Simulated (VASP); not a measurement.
Here is a VASP 6.6.1 calculation.

File INCAR:

```
SYSTEM = MgS
ALGO = Normal
EDIFF = 1E-7
ENCUT = 520
GGA = CA
ISIF = 2
ISMEAR = -1
LASPH = .TRUE.
LCHARG = .TRUE.
LELF = .TRUE.
LREAL = .FALSE.
LVHAR = .TRUE.
LWAVE = .FALSE.
NBANDS = 11
NELM = 80
PREC = Accurate
SIGMA = 0.01
```

KPOINTS

```
k-points
0
G
  8 8 8
  0 0 0
```

Contents of POSCAR:

```
MgS
1.0
    0.0000000000      2.5929487644      2.5929487644
    2.5929487644      0.0000000000      2.5929487644
    2.5929487644      2.5929487644      0.0000000000
Mg S
1 1
Direct
    0.0000000000      0.0000000000      0.0000000000
    0.5000000000      0.5000000000      0.5000000000
```

Potentials or basis: VASP PAW LDA potentials, release 64 (Mg, S).

Run with:

```bash
$ cat potpaw_LDA.64/Mg/POTCAR potpaw_LDA.64/S/POTCAR > POTCAR
$ mpirun -np 1 vasp_std > vasp.out
```

(1) Predict the band gap on the k mesh.

(2) What does it give for the pressure?

Answers

(1) 2.58 eV, indirect (least direct gap 3.57 eV).

(2) -3.1 GPa.
